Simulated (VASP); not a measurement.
Pd, 1 atom in the cell. It takes space group Fm-3m (No. 225, cubic). The conventional cell has a = 3.911 Å, b = 3.911 Å, c = 3.911 Å, α = 90.00°, β = 90.00°, γ = 90.00°. Within 3.6 Å of Pd (site symmetry m-3m) lie 12 Pd at 2.77 Å. 

```yaml
Program: VASP 6.6.1
Task: single point
Functional: r2SCAN
Potentials_or_basis: VASP PAW PBE potentials, release 64 (Pd)
Cutoff: 520 eV
k_mesh: 16 × 16 × 16
Occupations: methfessel-paxton, width 0.05 eV
Spin: no spin polarisation
Dipole_correction: no
Further_INCAR_settings: ALGO = Normal; EDIFF = 1e-06; NBANDS = 11
```

Potentials or basis: VASP PAW PBE potentials, release 64 (Pd).

Launch:

```sh
$ cat potpaw_PBE.64/Pd/POTCAR > POTCAR
$ cp INCAR.step1 INCAR
$ mpirun -np 1 vasp_std > vasp.out
$ cp INCAR.step2 INCAR
$ mpirun -np 1 vasp_std > vasp.out
```

Hardware: 1 thread of Intel(R) Xeon(R) Platinum 8488C (Sapphire Rapids), with other jobs on the host.

Task: How long does it take, and how much memory?

Result: Wall time 69 s on 1 thread of Intel(R) Xeon(R) Platinum 8488C (Sapphire Rapids), with other jobs on the host, peak memory 0.16 GiB. Counts: k points 145.
